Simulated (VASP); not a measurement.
TiTe2, 3 atoms in the cell. It takes space group Fm-3m (No. 225, cubic). The conventional cell has a = 6.880 Å, b = 6.880 Å, c = 6.880 Å, α = 90.00°, β = 90.00°, γ = 90.00°. Ti (site symmetry m-3m) has 8 Te at 2.98 Å within 3.9 Å. Te (site symmetry -43m) has 4 Ti at 2.98 Å and 6 Te at 3.44 Å within 3.9 Å. 

* Program: VASP 6.6.1
* Task: single point
* Functional: r2SCAN
* Potentials or basis: VASP PAW PBE potentials, release 64 (Ti_sv, Te)
* Cutoff: 520 eV
* k mesh: 6 × 6 × 6
* Occupations: fermi-dirac, width 0.02 eV
* Spin: no spin polarisation
* Dipole correction: no
* Further INCAR settings: ALGO = Normal; EDIFF = 1e-06; NBANDS = 19

Potentials or basis: VASP PAW PBE potentials, release 64 (Ti_sv, Te).

The run is started by

```sh
$ cat potpaw_PBE.64/Ti_sv/POTCAR potpaw_PBE.64/Te/POTCAR > POTCAR
$ cp INCAR.step1 INCAR
$ mpirun -np 1 vasp_std > vasp.out
$ cp INCAR.step2 INCAR
$ mpirun -np 1 vasp_std > vasp.out
```

Hardware: 1 thread of Intel(R) Xeon(R) Platinum 8259CL CPU @ 2.50GHz (Skylake/Cascade Lake), with other jobs on the host.

Question: Estimate the wall time of this run.

Answer: Run time: 2.6 min on 1 thread of Intel(R) Xeon(R) Platinum 8259CL CPU @ 2.50GHz (Skylake/Cascade Lake), with other jobs on the host, peak memory 0.21 GiB. Counts: k points 16.
